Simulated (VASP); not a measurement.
Wanted: the native input for a VASP 6.6.1 run.

```yaml
Task: single point
Functional: PBEsol
Potentials_or_basis: VASP PAW PBE potentials, release 64 (Be)
Cutoff: 520 eV
k_mesh: 25 × 25 × 25
Occupations: fermi-dirac, width 0.05 eV
Spin: no spin polarisation
Dipole_correction: no
Further_INCAR_settings: ALGO = Normal; EDIFF = 1e-06; NBANDS = 7
```

The structure of Be lies in POSCAR:

```
Be
1.0
    0.0000000000      1.3327007265      1.3327007265
    1.3327007265      0.0000000000      1.3327007265
    1.3327007265      1.3327007265      0.0000000000
Be
1
Direct
    0.0000000000      0.0000000000      0.0000000000
```

This isn't the form of Be at room conditions, which is hcp.

The input as run:

INCAR

```
SYSTEM = Be
PREC = Accurate
ENCUT = 520
EDIFF = 1E-6
ISMEAR = -1
SIGMA = 0.05
LREAL = .False.
LASPH = .True.
NELM = 100
ALGO = Normal
ISIF = 2
LWAVE = .False.
LCHARG = .False.
GGA = PS
NBANDS = 7
```

KPOINTS

```
Automatic mesh
0
Gamma
  25 25 25
  0 0 0
```

Potentials or basis: VASP PAW PBE potentials, release 64 (Be).

The run is started by

```sh
$ cat potpaw_PBE.64/Be/POTCAR > POTCAR
$ mpirun -np 1 vasp_std > vasp.out
```

It gave:

```json
{
  "Pressure": "142.1 GPa",
  "Band gap on the k mesh": "zero (bands 1 and 2 overlap by 1.13 eV)"
}
```

Caveat: the cell stands under pressure; the PAW data sets were made with another functional, which shifts forces and pressure a little.

It took 10 s on 1 thread of Intel Xeon 8259CL, with other jobs on the host, peak memory 0.12 GiB.
